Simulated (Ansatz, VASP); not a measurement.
## One calculation of RuS2, two programs

Contents of INCAR:

```
PREC = Accurate ; ENCUT = 600
EDIFF = 1E-6 ; ISMEAR = 0
SIGMA = 0.1 ; LREAL = F
LASPH = T ; NELM = 80
ALGO = Normal ; ISIF = 3
LWAVE = F ; LCHARG = F
GGA = PE ; IBRION = 2
NSW = 90 ; EDIFFG = -0.04
```

The input KPOINTS:

```
Automatic mesh
0
Gamma
  6 6 4
```

File POSCAR:

```
RuS2
1.0
    3.5898249315      0.0000000000      0.0000000000
   -1.7949124658      3.1088795859      0.0000000000
    0.0000000000      0.0000000000      3.8760568198
Ru S
1 2
Direct
    0.0000000000      0.0000000000      0.0000000000
    0.3333333333      0.6666666667      0.5000000000
    0.6666666667      0.3333333333      0.5000000000
```

Input for Ansatz:

```yaml
crystal:
  lattice:
    - [3.5898249315, 0.0, 0.0]
    - [-1.7949124658, 3.1088795859, 0.0]
    - [0.0, 0.0, 3.8760568198]
  atoms:
    - { symbol: Ru, position: [0.0, 0.0, 0.0] }
    - { symbol: S, position: [0.3333333333, 0.6666666667, 0.5] }
    - { symbol: S, position: [0.6666666667, 0.3333333333, 0.5] }
basis:
  ecutwfc: 420
kpoints:
  mp_grid: { grid: [6, 6, 4] }
hamiltonian:
  xc: pbe
scf:
  occupations: { method: gaussian, width: 0.1 }
  lower_state_search: "off"
output:
  forces: true
  stress: true
  eigenvalues: true
relax:
  adjacent_minimum: "off"
  f_tol: 0.04
  max_steps: 70
  cell: { stress_tol: 0.4 }
```

Alike in both runs: task relaxation of cell and atoms; functional PBE; k mesh 6 × 6 × 4; occupations gaussian, width 0.1 eV; no spin polarisation.

```csv
,VASP,Ansatz
version,VASP 6.6.1,Ansatz 0.2.0
potentials or method,"VASP PAW PBE potentials, release 64 (Ru_pv, S), cutoff 600 eV","scalar-relativistic, plane waves, PAW"
valence electrons in the cell,26,28
```

|  | VASP | Ansatz | Ansatz less VASP |
| --- | --- | --- | --- |
| gap on the k mesh at the Fermi level, each at its own relaxed structure (eV) | none | none | - |
| relaxed volume (Å³/atom) | 14.52 | 14.55 | +0.034 |
| relaxed length of the cell vector where the two differ most in proportion (Å) | 2.827 | 2.829 | +0.0025 |

A gap of «none» marks a metal or a gap that the smearing closes. VASP's potentials hold 26 valence electrons a cell and Ansatz's 28, so a difference there can come from the potentials and not from the codes.

The k mesh is coarse, so the values compare programs but aren't converged.
